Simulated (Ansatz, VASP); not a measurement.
# Two plane-wave programs on Y5N

```
Y N
1.0
     0.00000    4.51964    4.51964
     4.51964    0.00000    4.51964
     4.51964    4.51964    0.00000
Y N
5 1
Direct
  0.12756 0.62415 0.62415
  0.62415 0.62415 0.62415
  0.62415 0.12756 0.62415
  0.62415 0.62415 0.12756
  0.25000 0.25000 0.25000
  0.00000 0.00000 0.00000
```

Change from the starting cell: species swapped into the DyCu5 type (F-43m, No. 216).

Alike in both runs: functional PBE; k mesh 4 × 4 × 4; occupations gaussian, width 0.1 eV; no spin polarisation.

Ansatz relaxed the structure, and its values are those at the end. VASP's run is a single point on that final structure, the one shown.

|  | VASP | Ansatz |
| --- | --- | --- |
| version | VASP 6.6.1 | Ansatz 0.2.0 |
| potentials or method | VASP PAW PBE potentials, release 64 (Y_sv, N), cutoff 520 eV | scalar-relativistic, plane waves, PAW |
| valence electrons in the cell | 60 | 60 |

|  | VASP | Ansatz | Ansatz less VASP |
| --- | --- | --- | --- |
| gap on the k mesh at the Fermi level (eV) | none | none | - |
| pressure (GPa) | -0.1 | 0.1 | +0.11 |
| rms of the force components (eV/Å) | 0.010 | 0.010 | +0.0003 |

A gap of «none» marks a metal or a gap that the smearing closes. With one functional, cell and mesh, what is left measures potentials, basis and numerics.
